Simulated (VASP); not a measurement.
Set up this calculation in VASP 6.6.1, as the native input.

| Item | Value |
| --- | --- |
| Task | single point |
| Functional | PBEsol |
| Potentials or basis | VASP PAW PBE potentials, release 64 (Si) |
| Cutoff | 520 eV |
| k mesh | 10 × 10 × 10 |
| Occupations | gaussian, width 0.15 eV |
| Spin | no spin polarisation |
| Dipole correction | no |
| Further INCAR settings | ALGO = Normal; EDIFF = 1e-06; NBANDS = 26 |

The structure of Si lies in POSCAR:

```
Si
1.0
   -3.4613200381      3.4613200381      3.1428785946
    3.4613200381     -3.4613200381      3.1428785946
    3.4613200381      3.4613200381     -3.1428785946
Si
8
Direct
    0.2047947401      0.2047947401      0.2047947401
    0.5000000000      0.0000000000      0.2952052599
    0.2952052599      0.5000000000      0.0000000000
    0.0000000000      0.2952052599      0.5000000000
    0.7952052599      0.7952052599      0.7952052599
    0.5000000000      0.0000000000      0.7047947401
    0.7047947401      0.5000000000      0.0000000000
    0.0000000000      0.7047947401      0.5000000000
```

The input as run:

INCAR

```
PREC = Accurate ; ENCUT = 520
EDIFF = 1E-6 ; ISMEAR = 0
SIGMA = 0.15 ; LREAL = F
LASPH = T ; NELM = 100
ALGO = Normal ; ISIF = 2
LWAVE = F ; LCHARG = F
GGA = PS ; NBANDS = 26
```

KPOINTS

```
Automatic mesh
0
Gamma
  10 10 10
```

Potentials or basis: VASP PAW PBE potentials, release 64 (Si).

Run with:

```bash
$ cat potpaw_PBE.64/Si/POTCAR > POTCAR
$ mpirun -np 1 vasp_std > vasp.out
```

Results of the run:

| Quantity | Value |
| --- | --- |
| Pressure | -3.9 GPa |
| Largest force | 0.548 eV/Å |
| Band gap on the k mesh | zero (bands 16 and 17 overlap by 0.30 eV) |

Caveat: the cell stands under tension; semilocal functionals underestimate gaps, so a narrow gap can read as zero; the PAW data sets were made with another functional, which shifts forces and pressure a little.

Run time: 4.3 min on 1 thread of Intel(R) Xeon(R) 6975P-C (Granite Rapids) (shared host), peak memory 0.61 GiB.
